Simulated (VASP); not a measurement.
Input of a VASP 6.6.1 run:

The input INCAR:

```
SYSTEM = C
PREC     = Accurate       ! precision mode
ENCUT    = 520            ! plane-wave cutoff, eV
EDIFF    = 1E-7           ! SCF threshold, eV
ISMEAR   = 0              ! smearing method
SIGMA    = 0.05           ! smearing width, eV
LREAL    = Auto         
LASPH    = .TRUE.         ! aspherical terms in the spheres
NELM     = 100            ! most SCF steps
ALGO     = Normal         ! electronic algorithm
ISIF     = 2              ! what is computed and relaxed
LWAVE    = .FALSE.        ! write WAVECAR
LCHARG   = .TRUE.         ! write CHGCAR
GGA      = PE             ! functional
LELF     = .TRUE.         ! ELF
LVHAR    = .TRUE.       
NBANDS   = 46             ! bands
```

Contents of KPOINTS:

```
Automatic mesh
0
G
  8 8 8
  0 0 0
```

The input POSCAR:

```
C
1.0
   -2.5180184914      0.0000000000      0.0000000000
    0.0000000000      4.3613359615      0.0000000000
    1.2590092457     -2.1806679808     -8.3045881824
C
16
Direct
    0.4535159179      0.4535159179      0.9070318359
    0.9535159179      0.9535159179      0.9070318359
    0.7035159179      0.7035159179      0.4070318359
    0.2035159179      0.2035159179      0.4070318359
    0.2964840821      0.2964840821      0.5929681641
    0.7964840821      0.7964840821      0.5929681641
    0.5464840821      0.5464840821      0.0929681641
    0.0464840821      0.0464840821      0.0929681641
    0.9222357187      0.2555690520      0.8444714374
    0.4222357187      0.7555690520      0.8444714374
    0.1722357187      0.8389023854      0.3444714374
    0.6722357187      0.3389023854      0.3444714374
    0.8277642813      0.1610976146      0.6555285626
    0.3277642813      0.6610976146      0.6555285626
    0.0777642813      0.7444309480      0.1555285626
    0.5777642813      0.2444309480      0.1555285626
```

Potentials or basis: VASP PAW PBE potentials, release 64 (C).

Launch:

```sh
$ cat potpaw_PBE.64/C/POTCAR > POTCAR
$ mpirun -np 1 vasp_std > vasp.out
```

(1) Predict the band gap on the k mesh.

(2) What does it give for the largest force?

Answers

(1) 4.55 eV.

(2) 0.005 eV/Å.
